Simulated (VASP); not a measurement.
# HfN (P6_3/mmc) in VASP: further runs

The runs below take HfN through single point, relaxation of cell and atoms, with PBEsol.

Program: VASP 6.6.1. These are calculated values, not measurements. Logs are shortened: lines on timing, memory, paths and dates and some standing lists are left out, and cuts for length are marked.

### Step 1. The cell of the first run

The structure is hexagonal, space group P6_3/mmc (No. 194). The conventional cell has a = 3.135 Å, b = 3.135 Å, c = 5.404 Å, α = 90.00°, β = 90.00°, γ = 120.00°. Within 3.0 Å of Hf (site symmetry -6m2) lie 6 N at 2.26 Å. N (site symmetry -3m) has 6 Hf at 2.26 Å and 2 N at 2.70 Å within 3.0 Å.

### Step 2. Single point, PBEsol

INCAR reads:

```
SYSTEM = HfN
PREC = Accurate
ENCUT = 520
EDIFF = 1E-7
ISMEAR = 0
SIGMA = 0.1
LREAL = .FALSE.
LASPH = .TRUE.
NELM = 60
ALGO = Normal
ISIF = 2
LWAVE = .FALSE.
LCHARG = .FALSE.
GGA = PS
NBANDS = 23
```

KPOINTS reads:

```
regular mesh
0
G
  18 18 8
  0 0 0
```

POSCAR reads:

```
HfN
1.0
    3.1354092300      0.0000000000      0.0000000000
   -1.5677046150      2.7153440444      0.0000000000
    0.0000000000      0.0000000000      5.4038507912
Hf N
2 2
Direct
    0.6666666667      0.3333333333      0.7500000000
    0.3333333333      0.6666666667      0.2500000000
    0.0000000000      0.0000000000      0.0000000000
    0.0000000000      0.0000000000      0.5000000000
```

Potentials or basis: VASP PAW PBE potentials, release 64 (Hf_pv, N).

Command:

```sh
$ cat potpaw_PBE.64/Hf_pv/POTCAR potpaw_PBE.64/N/POTCAR > POTCAR
$ mpirun -np 1 vasp_std > vasp.out
```

OUTCAR:

```text
SYSTEM = HfN
   PREC = Accurate
   ENCUT = 520
   EDIFF = 1E-7
   ISMEAR = 0
   LREAL = .FALSE.
   LASPH = .TRUE.
   NELM = 60
   ISIF = 2
   GGA = PS

 ion  position               nearest neighbor table
   1  0.667  0.333  0.750-   3 2.26   4 2.26   3 2.26   4 2.26   3 2.26   4 2.26   2 3.25   2 3.25
                             2 3.25   2 3.25   2 3.25   2 3.25
   2  0.333  0.667  0.250-   3 2.26   4 2.26   3 2.26   4 2.26   3 2.26   4 2.26   1 3.25   1 3.25
                             1 3.25   1 3.25   1 3.25   1 3.25
   3  0.000  0.000  0.000-   1 2.26   2 2.26   2 2.26   1 2.26   1 2.26   2 2.26
   4  0.000  0.000  0.500-   1 2.26   2 2.26   2 2.26   1 2.26   1 2.26   2 2.26

  LATTYP: Found a hexagonal cell.
 ALAT       =     3.1354092300
 C/A-ratio  =     1.7234913834

  Lattice vectors:

 A1 = (   3.1354092300,   0.0000000000,   0.0000000000)
 A2 = (  -1.5677046150,   2.7153440444,   0.0000000000)
 A3 = (   0.0000000000,   0.0000000000,   5.4038507912)

Analysis of symmetry for initial positions (statically):
=====================================================================
 Subroutine PRICEL returns:
 Original cell was already a primitive cell.

 Routine SETGRP: Setting up the symmetry group for a
 hexagonal supercell.

 Subroutine GETGRP returns: Found 24 space group operations
 (whereof 12 operations were pure point group operations)
 out of a pool of 24 trial point group operations.

The static configuration has the point symmetry D_3d.
 The point group associated with its full space group is D_6h.

Analysis of symmetry for dynamics (positions and initial velocities):
=====================================================================
 Subroutine PRICEL returns:
 Original cell was already a primitive cell.

 Routine SETGRP: Setting up the symmetry group for a
 hexagonal supercell.

 Subroutine GETGRP returns: Found 24 space group operations
 (whereof 12 operations were pure point group operations)
 out of a pool of 24 trial point group operations.

The dynamic configuration has the point symmetry D_3d.
 The point group associated with its full space group is D_6h.

 Subroutine INISYM returns: Found 24 space group operations
 (whereof 12 operations are pure point group operations),
 and found     1 'primitive' translations

----------------------------------------------------------------------------------------

                                     Primitive cell

  volume of cell :      46.0068

  direct lattice vectors                    reciprocal lattice vectors
     3.135409230  0.000000000  0.000000000     0.318937634  0.184138729  0.000000000
    -1.567704615  2.715344044  0.000000000     0.000000000  0.368277457  0.000000000
     0.000000000  0.000000000  5.403850791     0.000000000  0.000000000  0.185053222

  length of vectors
     3.135409230  3.135409230  5.403850791     0.368277457  0.368277457  0.185053222

  position of ions in fractional coordinates (direct lattice)
     0.666666667  0.333333333  0.750000000
     0.333333333  0.666666667  0.250000000
     0.000000000  0.000000000  0.000000000
     0.000000000  0.000000000  0.500000000

  ion indices of the primitive-cell ions
   primitive index   ion index
                 1           1
                 2           2
                 3           3
                 4           4

----------------------------------------------------------------------------------------

 KPOINTS: regular mesh

Automatic generation of k-mesh.
 Grid dimensions read from file:
 generate k-points for:   18   18    8

 Generating k-lattice:

  Cartesian coordinates                     Fractional coordinates (reciprocal lattice)
     0.017718757  0.010229929  0.000000000     0.055555556  0.000000000  0.000000000
     0.000000000  0.020459859  0.000000000     0.000000000  0.055555556  0.000000000
     0.000000000  0.000000000  0.023131653     0.000000000  0.000000000  0.125000000

  Length of vectors
     0.020459859  0.020459859  0.023131653

  Shift w.r.t. Gamma in fractional coordinates (k-lattice)
     0.000000000  0.000000000  0.000000000

 Subroutine IBZKPT returns following result:
 ===========================================

 Found    185 irreducible k-points:

 Following reciprocal coordinates:
            Coordinates               Weight
  0.000000  0.000000  0.000000      1.000000
  0.055556  0.000000  0.000000      6.000000
  0.111111  0.000000  0.000000      6.000000
  0.166667  0.000000  0.000000      6.000000
  0.222222  0.000000  0.000000      6.000000
  0.277778  0.000000  0.000000      6.000000
[... 16 lines left out ...]
  0.333333  0.111111  0.000000     12.000000
  0.388889  0.111111  0.000000     12.000000
 [... further k-points ...]
   k-points           NKPTS =    185   k-points in BZ     NKDIM =    185   number of bands    NBANDS=     23
   number of dos      NEDOS =    301   number of ions     NIONS =      4
   total plane-waves  NPLWV =  23040
   dimension x,y,z NGX =    24 NGY =   24 NGZ =   40
   dimension x,y,z NGXF=    48 NGYF=   48 NGZF=   80
   ions per type =               2   2
   NGX,Y,Z   is equivalent  to a cutoff of  12.73, 12.73, 12.31 a.u.
   NGXF,Y,Z  is equivalent  to a cutoff of  25.45, 25.45, 24.61 a.u.
 SYSTEM =  HfN
   PREC   = accura    normal or accurate (medium, high low for compatibility)
   ISTART =      0    job   : 0-new  1-cont  2-samecut
   ICHARG =      2    charge: 1-file 2-atom 10-const
   ISPIN  =      1    spin polarized calculation?
   LNONCOLLINEAR =      F non collinear calculations
   LSORBIT =      F    spin-orbit coupling
   LASPH  =      T    aspherical Exc in radial PAW
   ENCUT  =  520.0 eV  38.22 Ry    6.18 a.u.   5.83  5.83 10.05*2*pi/ulx,y,z
   NELM   =     60;   NELMIN=  2; NELMDL= -5     # of ELM steps
   EDIFF  = 0.1E-06   stopping-criterion for ELM
   LREAL  =      F    real-space projection
   EDIFFG = 0.1E-05   stopping-criterion for IOM
   NSW    =      0    number of steps for IOM
   IBRION =     -1    ionic relax: 0-MD 1-quasi-New 2-CG
   NFREE  =      0    steps in history (QN), initial steepest desc. (CG)
   ISIF   =      2    stress and relaxation
   ISYM   =      2    0-nonsym 1-usesym 2-fastsym
   POTIM  = 0.5000    time-step for ionic-motion
   TEBEG  =    0.0;   TEEND  =   0.0 temperature during run
   PSTRESS=    0.0 pullay stress
   NELECT =      30.0000    total number of electrons
   NUPDOWN=      -1.0000    fix difference up-down
   EMIN   =  10.00;   EMAX   =-10.00  energy-range for DOS
   EFERMI =   0.00;   METHOD = LEGACY
   ISMEAR =     0;   SIGMA  =   0.10  broadening in eV -4-tet -1-fermi 0-gaus
   EFERMI_NEDOS =   21; number of points for ismear=-14 and -15
   IALGO  =     38    algorithm
   IMIX   =      4    mixing-type and parameters
     AMIX     =   0.40;   BMIX     =  1.00
     AMIX_MAG =   1.60;   BMIX_MAG =  1.00
  volume/ion in A,a.u.               =      11.50        77.62
  Fermi-wavevector in a.u.,A,eV,Ry     =   1.419628  2.682707 27.420400  2.015343
  Thomas-Fermi vector in A             =   2.540628
   LORBIT       =      0    0 simple, 1 ext, 2 COOP (PROOUT), +10 PAW based schemes
   GGA     = PS    functional components
   LHFCALC =     F    Hartree Fock is set to
   AEXX    =    0.0000 exact exchange contribution
   IVDW    =     0    specifies the selected vdW correction
   LEPSILON=     F    determine dielectric tensor
   LRPA    =     F    only Hartree local field effects (RPA)
 non-spin polarized calculation
 Gauss-broadening in eV      SIGMA  =   0.10
  energy-cutoff  :      520.00
  volume of cell :       46.01
 maximum number of plane-waves:      1275
 NGX is ok and might be reduce to    24
   NGX = 11   NGY = 11   NGZ = 21

 number of electron      30.0000000 magnetization

 Free energy of the ion-electron system (eV)
  ---------------------------------------------------
  ext. energy  EPLUGINS =         0.00000000
  ---------------------------------------------------
  free energy    TOTEN  =       -45.86745308 eV

  energy without entropy =      -45.86474247  energy(sigma->0) =      -45.86609778

 E-fermi :   7.7593     XC(G=0): -12.9112

 val. band max:        7.7536522730   @ k =   0.2222   0.0000   0.5000
 cond. band min:       7.7647622363   @ k =   0.3889   0.1667   0.5000
 fundamental gap:      0.0111099634
 Fermi energy:         7.7592563075

 k-point     1 :       0.0000    0.0000    0.0000
  band No.  band energies     occupation
      1     -23.8744      2.00000
      2     -22.9939      2.00000
      3     -22.8948      2.00000
      4     -22.8948      2.00000
      5     -22.8318      2.00000
      6     -22.8318      2.00000
[... 15 lines left out ...]
     22      13.4493      0.00000
     23      13.4493      0.00000

 k-point     2 :       0.0556    0.0000    0.0000
  band No.  band energies     occupation
      1     -23.8631      2.00000
      2     -22.9949      2.00000
      3     -22.9219      2.00000
      4     -22.9036      2.00000
      5     -22.8586      2.00000
      6     -22.8341      2.00000
[... 15 lines left out ...]
     22      13.3256      0.00000
     23      13.4355      0.00000

 k-point     3 :       0.1111    0.0000    0.0000
  band No.  band energies     occupation
      1     -23.8300      2.00000
      2     -23.0011      2.00000
      3     -22.9983      2.00000
      4     -22.9330      2.00000
      5     -22.9275      2.00000
      6     -22.8420      2.00000
[... 15 lines left out ...]
     22      13.0021      0.00000
     23      13.4023      0.00000

 k-point     4 :       0.1667    0.0000    0.0000
  band No.  band energies     occupation
      1     -23.7776      2.00000
      2     -23.1243      2.00000
      3     -23.0405      2.00000
      4     -23.0050      2.00000
      5     -22.9617      2.00000
      6     -22.8565      2.00000
[... 15 lines left out ...]
     22      12.6687      0.00000
     23      12.9622      0.00000

 k-point     5 :       0.2222    0.0000    0.0000
  band No.  band energies     occupation
      1     -23.7098      2.00000
      2     -23.2747      2.00000
      3     -23.1658      2.00000
      4     -23.0164      2.00000
      5     -23.0013      2.00000
      6     -22.8761      2.00000
[... 15 lines left out ...]
     22      12.6472      0.00000
     23      12.8465      0.00000

 k-point     6 :       0.2778    0.0000    0.0000
  band No.  band energies     occupation
      1     -23.6316      2.00000
      2     -23.4316      2.00000
      3     -23.2943      2.00000
      4     -23.0417      2.00000
      5     -23.0339      2.00000
      6     -22.8984      2.00000
[... 15 lines left out ...]
     22      13.1534      0.00000
     23      13.4610      0.00000

 k-point     7 :       0.3333    0.0000    0.0000
  band No.  band energies     occupation
      1     -23.5753      2.00000
      2     -23.5498      2.00000
      3     -23.4117      2.00000
      4     -23.0784      2.00000
      5     -23.0581      2.00000
      6     -22.9202      2.00000
[... 353 lines left out ...]
     22      12.6069      0.00000
     23      12.8763      0.00000

 k-point    21 :       0.2222    0.1111    0.0000
  band No.  band energies     occupation
      1     -23.6068      2.00000
      2     -23.4365      2.00000
      3     -23.3334      2.00000
      4     -23.0562      2.00000
      5     -23.0399      2.00000
      6     -22.9496      2.00000
[... 15 lines left out ...]
     22      13.1206      0.00000
     23      13.7877      0.00000

 k-point    22 :       0.2778    0.1111    0.0000
  band No.  band energies     occupation
      1     -23.5674      2.00000
      2     -23.5276      2.00000
      3     -23.4225      2.00000
      4     -23.1097      2.00000
      5     -23.0648      2.00000
      6     -22.9770      2.00000
[... 15 lines left out ...]
     22      13.9045      0.00000
     23      14.0599      0.00000

 k-point    23 :       0.3333    0.1111    0.0000
  band No.  band energies     occupation
      1     -23.6711      2.00000
      2     -23.4946      2.00000
      3     -23.4522      2.00000
      4     -23.1529      2.00000
      5     -23.0955      2.00000
      6     -22.9996      2.00000
[... 15 lines left out ...]
     22      14.0949      0.00000
     23      14.5913      0.00000

 k-point    24 :       0.3889    0.1111    0.0000
  band No.  band energies     occupation
      1     -23.7375      2.00000
      2     -23.5414      2.00000
      3     -23.3922      2.00000
      4     -23.1806      2.00000
      5     -23.1261      2.00000
      6     -23.0145      2.00000
[... 15 lines left out ...]
     22      14.1225      0.00000
     23      15.0285      0.00000

 [... further k-points ...]

------------------------ aborting loop because EDIFF is reached ----------------------------------------

  FORCE on cell =-STRESS in cart. coord.  units (eV):
  Direction    XX          YY          ZZ          XY          YZ          ZX
  --------------------------------------------------------------------------------------
  -------------------------------------------------------------------------------------
  Total       -1.1857373     -1.1857373     -1.1542509      0.0000000      0.0000000     -0.0000000
  in kB      -41.2930180    -41.2930180    -40.1965098      0.0000000      0.0000000     -0.0000000
  external PRESSURE =     -40.9275153 kB  Pullay stress =       0.0000000 kB

 VOLUME and BASIS-vectors are now :
 -----------------------------------------------------------------------------
  energy-cutoff  :      520.00
  volume of cell :       46.01
      direct lattice vectors                 reciprocal lattice vectors
     3.135409230  0.000000000  0.000000000     0.318937634  0.184138729  0.000000000
    -1.567704615  2.715344044  0.000000000     0.000000000  0.368277457  0.000000000
     0.000000000  0.000000000  5.403850791     0.000000000  0.000000000  0.185053222

 POSITION                                       TOTAL-FORCE (eV/Angst)
 -----------------------------------------------------------------------------------
      1.56770      0.90511      4.05289        -0.000000      0.000000      0.000000
     -0.00000      1.81023      1.35096         0.000000     -0.000000      0.000000
      0.00000      0.00000      0.00000         0.000000      0.000000      0.000000
      0.00000      0.00000      2.70193         0.000000      0.000000      0.000000
 -----------------------------------------------------------------------------------
    total drift:                               -0.000000      0.000000     -0.000000

  FREE ENERGIE OF THE ION-ELECTRON SYSTEM (eV)
  ---------------------------------------------------
  free  energy   TOTEN  =       -45.8674530781 eV

  energy  without entropy=      -45.8647424746  energy(sigma->0) =      -45.86609778
```

Wall time 3.3 min (1 thread of Intel Xeon 8259CL, shared host); peak memory 0.29 GiB.

Results:

```
Free energy            : -45.8675 eV
Pressure               : -4.1 GPa
Band gap on the k mesh : zero (bands 15 and 16 overlap by 2.33 eV)
```

Caveat: the cell stands under tension; the PAW data sets were made with another functional, which shifts forces and pressure a little; spin-orbit coupling is left out, which moves the levels of the heavy elements.

(Part 1 of 2 ends here.)
